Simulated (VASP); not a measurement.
Here is a VASP 6.6.1 calculation.

INCAR

```
PREC = Accurate ; ENCUT = 600
EDIFF = 1E-6 ; ISMEAR = 0
SIGMA = 0.1 ; LREAL = False
LASPH = True ; NELM = 60
ALGO = Normal ; ISIF = 3
LWAVE = False ; LCHARG = False
GGA = CA ; IBRION = 2
NSW = 100 ; EDIFFG = -0.05
```

Contents of KPOINTS:

```
Automatic mesh
0
Gamma
  4 4 4
```

POSCAR

```
SnO2
1.0
   -3.2488970000      3.4144700000      3.4140210000
    3.2488970000     -3.4144700000      3.4140210000
    3.2488970000      3.4144700000     -3.4140210000
Sn O
4 8
Direct
    0.9964010000      0.2464010000      0.7500000000
    0.0035990000      0.7535990000      0.2500000000
    0.5000000000      0.5000000000      0.5000000000
    0.5000000000      0.0000000000      0.0000000000
    0.1935040000      0.1962260000      0.5027220000
    0.6975650000      0.7540600000      0.9435050000
    0.1935040000      0.6907820000      0.9972780000
    0.3105550000      0.7540600000      0.5564950000
    0.6894450000      0.2459400000      0.4435050000
    0.3024350000      0.2459400000      0.0564950000
    0.8064960000      0.3092180000      0.0027220000
    0.8064960000      0.8037740000      0.4972780000
```

Potentials or basis: VASP PAW LDA potentials, release 64 (Sn_d, O).

Command:

```console
$ cat potpaw_LDA.64/Sn_d/POTCAR potpaw_LDA.64/O/POTCAR > POTCAR
$ mpirun -np 1 vasp_std > vasp.out
```

Problem. Estimate the space group after relaxing (to 0.1 Å).

Solution. P4_2/mnm (No. 136).

Problem. Predict the band gap on the k mesh.

Solution. 1.16 eV.

Problem. Predict the relaxed volume.

Solution. 11.90 Å³/atom.

Problem. Estimate the relaxed cell.

Solution. a = 5.706 Å, b = 5.706 Å, c = 5.706 Å, α = 111.97°, β = 108.23°, γ = 108.24°.

Final structure:
```xyz
12
Lattice="-3.1918 3.3444 3.3443 3.1918 -3.3444 3.3443 3.1918 3.3444 -3.3443" Properties=species:S:1:pos:R:3 pbc="T T T"
Sn    0.0000    5.0166    1.6517
Sn    3.1918   -1.6722    1.6926
Sn    1.5959    1.6722    1.6722
Sn   -1.5959    1.6722    1.6722
O     1.6115    1.6722   -0.3741
O     3.1918    2.9703    1.6973
O     4.7720    1.6722   -0.3741
O     3.1918    0.3741    1.6973
O     0.0000    2.9703    1.6470
O     0.0000    0.3741    1.6470
O    -1.5802    1.6722    3.7184
O     1.5802    1.6722    3.7184
```

Caveat: spin-orbit coupling is left out, which moves the levels of the heavy elements.
